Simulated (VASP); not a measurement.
**NaSi16C16 (a cell with a defect) (Na interstitial hop between voids): single point with PBE**

NaSi16C16 (a cell with a defect) (Na interstitial hop between voids):

```xyz
33
Lattice="6.1879 0.0000 0.0000 -3.0940 5.3589 0.0000 0.0000 0.0000 10.1288" Properties=species:S:1:pos:R:3 pbc="T T T"
Si    1.5479    0.8909    9.4991
Si    0.0030    1.7829    4.4279
Si    0.0471    0.0244    6.9107
Si    0.0021   -0.0017    1.9265
Si   -0.0900    3.5178    9.6008
Si   -1.5459    4.4658    4.4276
Si   -1.5460    2.6774    6.9154
Si   -1.5461    2.6772    2.0247
Si    4.6420    0.9961    9.6011
Si    3.0930    1.7829    4.4276
Si    3.0489    0.0246    6.9106
Si    3.0937   -0.0016    1.9261
Si    3.1857    3.5177    9.6010
Si    1.5479    4.4636    4.4337
Si    1.5479    2.6243    6.9104
Si    1.5479    2.6758    1.9266
C     1.5480    0.8912    7.5724
C     0.0082    1.7796    2.5294
C     0.0039   -0.0007    5.0430
C    -0.0002   -0.0028   -0.0015
C    -0.0401    3.5469    7.5662
C    -1.5460    4.4720    2.5293
C    -1.5460    2.6773    5.0106
C    -1.5460    2.6774    0.1260
C     4.6422    0.9386    7.5664
C     3.0875    1.7797    2.5292
C     3.0921   -0.0005    5.0430
C     3.0960   -0.0027   -0.0017
C     3.1361    3.5465    7.5665
C     1.5478    4.4635    2.5152
C     1.5480    2.6739    5.0428
C     1.5478    2.6785   -0.0014
Na   -1.5459   -0.8952    8.5123
```

```
Program                : VASP 6.6.1
Task                   : single point
Functional             : PBE
Potentials or basis    : VASP PAW PBE potentials, release 64 (Si, C, Na_pv)
Cutoff                 : 520 eV
k mesh                 : 1 × 1 × 1
Occupations            : fermi-dirac, width 0.01 eV
Spin                   : no spin polarisation
Dipole correction      : no
Charge                 : 1
Further INCAR settings : LREAL = Auto; ALGO = Normal; EDIFF = 1e-07; NBANDS = 90; NELECT = 134.0
```

* Largest force: 0.065 eV/Å

Forces in eV/Å, atoms in the order of the input:
```
Si   0.000  0.003 -0.001
Si   0.002 -0.002  0.005
Si   0.000 -0.001 -0.003
Si   0.002  0.002 -0.010
Si  -0.032 -0.017  0.027
Si  -0.002  0.002  0.008
Si   0.002 -0.003  0.008
Si   0.002 -0.001 -0.023
Si   0.000  0.039  0.026
Si  -0.004 -0.001  0.008
Si   0.006 -0.002 -0.002
Si  -0.002  0.001 -0.006
Si   0.034 -0.019  0.027
Si   0.000 -0.002  0.013
Si   0.003  0.000  0.000
Si  -0.002 -0.005 -0.010
C   -0.002 -0.002  0.002
C   -0.001  0.004 -0.004
C    0.000  0.002  0.007
C    0.011  0.002  0.001
C   -0.048 -0.023 -0.036
C   -0.003 -0.010 -0.005
C    0.001  0.001  0.004
C   -0.001 -0.001 -0.011
C   -0.005  0.054 -0.036
C    0.005  0.004 -0.005
C    0.002  0.001  0.006
C   -0.012  0.004  0.001
C    0.045 -0.022 -0.036
C    0.001  0.007  0.005
C    0.002  0.003  0.004
C    0.001 -0.012  0.002
Na  -0.002 -0.002  0.034
```

Levels at points of the mesh, in eV from the Fermi level:
```tsv
k point	band 65	band 66	band 67	band 68	band 69	band 70
(0.00, 0.00, 0.00)	-0.44	-0.44	-0.34	1.41	1.41	1.66
```

Wall time 110 s on 1 thread of AMD EPYC 7R13 Processor (Zen 3), on a shared host, peak memory 0.37 GiB.

Caveat: the k points lie up to 1.17 Å⁻¹ apart; the cell carries a net charge on a neutralising background, which shifts energy and pressure; the cell is charged against a uniform background, so pressure and absolute levels hang on convention.
